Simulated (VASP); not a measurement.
A run of VASP 6.6.1 is set up as follows.

Contents of INCAR:

```
PREC = Accurate
ENCUT = 520
EDIFF = 1E-6
ISMEAR = -1
SIGMA = 0.05
LREAL = False
LASPH = True
NELM = 60
ALGO = Normal
ISIF = 2
LWAVE = False
LCHARG = False
GGA = PS
NBANDS = 51
```

Contents of KPOINTS:

```
regular mesh
0
Gamma
  7 5 5
```

Contents of POSCAR:

```
BaTiO3
1.0
    0.0000000000     -2.8370500000     -2.8458000000
   -3.9841000000      2.8370500000     -2.8458000000
    3.9841000000      2.8370500000     -2.8458000000
Ba Ti O
2 2 6
Direct
    0.0148275600      0.5234218200      0.4959489100
    0.9851724400      0.9765781800      0.0040510900
    0.4694877500      0.0034791500      0.4981254400
    0.5147122500      0.4886208500      0.9939745600
    0.4861290400      0.2541884600      0.2805196700
    0.5296709600      0.7537115400      0.7273803300
    0.4350219600      0.8166803800      0.2799618100
    0.5599580400      0.1896096200      0.7263281900
    0.0211442800      0.0015745600      0.5051000400
    0.9914357200      0.4959154400      0.9923899600
```

Potentials or basis: VASP PAW PBE potentials, release 64 (Ba_sv, Ti_sv, O).

Launch:

```sh
$ cat potpaw_PBE.64/Ba_sv/POTCAR potpaw_PBE.64/Ti_sv/POTCAR potpaw_PBE.64/O/POTCAR > POTCAR
$ mpirun -np 1 vasp_std > vasp.out
```

(1) Estimate the pressure.

(2) Estimate the band gap on the k mesh.

(3) What does it give for the largest force?

## Answers

(1) 13.1 GPa.

(2) 0.53 eV (least direct gap 0.70 eV).

(3) 11.363 eV/Å.

Caveat: the cell stands under pressure; the PAW data sets were made with another functional, which shifts forces and pressure a little; spin-orbit coupling is left out, which moves the levels of the heavy elements; an odd mesh through Γ misses points on the zone boundary, where band edges can lie.
